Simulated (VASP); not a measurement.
**KCl: density of states with PBE**

The system is KCl.

```
K Cl
1.0
     3.63400    0.00000    0.00000
     0.00000    3.63400    0.00000
     0.00000    0.00000    3.63400
K Cl
1 1
Direct
  0.00000 0.00000 0.00000
  0.50000 0.50000 0.50000
```

```
Program                 : VASP 6.6.1
Task                    : density of states
Functional              : PBE
Potentials or basis     : VASP PAW PBE potentials, release 64 (K_sv, Cl)
Cutoff                  : 520 eV
k mesh                  : 7 × 7 × 7
Occupations             : fermi-dirac, width 0.02 eV
Spin                    : no spin polarisation
Dipole correction       : no
k mesh for the DOS      : 11 × 11 × 11
Occupations for the DOS : tetrahedron
Further INCAR settings  : ALGO = Normal; EDIFF = 1e-06; NBANDS = 15
```

* Valence electrons inside the program's atomic spheres: K 7.58; Cl 5.18

Levels at points of the mesh, in eV from the valence-band top:
```csv
k point,band 5,band 6,band 7,band 8,band 9,band 10,band 11,band 12
"(0.00, 0.00, 0.00)",-11.15,-0.22,-0.22,-0.22,5.59,6.38,6.38,11.08
```

Run time: 57 s on 1 thread of Intel Xeon 8259CL, on a shared host, peak memory 0.17 GiB.
